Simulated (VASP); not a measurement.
Input of a VASP 6.6.1 run:

The input INCAR:

```
SYSTEM = CdS
PREC = Accurate
ENCUT = 520
EDIFF = 1E-7
ISMEAR = -1
SIGMA = 0.05
LREAL = .False.
LASPH = .True.
NELM = 80
ALGO = Normal
ISIF = 2
LWAVE = .False.
LCHARG = .False.
NBANDS = 16
```

The input KPOINTS:

```
Automatic mesh
0
Gamma
  8 8 8
  0 0 0
```

File POSCAR:

```
CdS
1.0
    0.0000000000      2.7532440000      2.7532440000
    2.7532440000      0.0000000000      2.7532440000
    2.7532440000      2.7532440000      0.0000000000
Cd S
1 1
Direct
    0.0000000000      0.0000000000      0.0000000000
    0.5000000000      0.5000000000      0.5000000000
```

Potentials or basis: VASP PAW LDA potentials, release 64 (Cd, S).

Launch:

```sh
$ cat potpaw_LDA.64/Cd/POTCAR potpaw_LDA.64/S/POTCAR > POTCAR
$ mpirun -np 1 vasp_std > vasp.out
```

Task: Predict the pressure.

Result: -6.4 GPa.
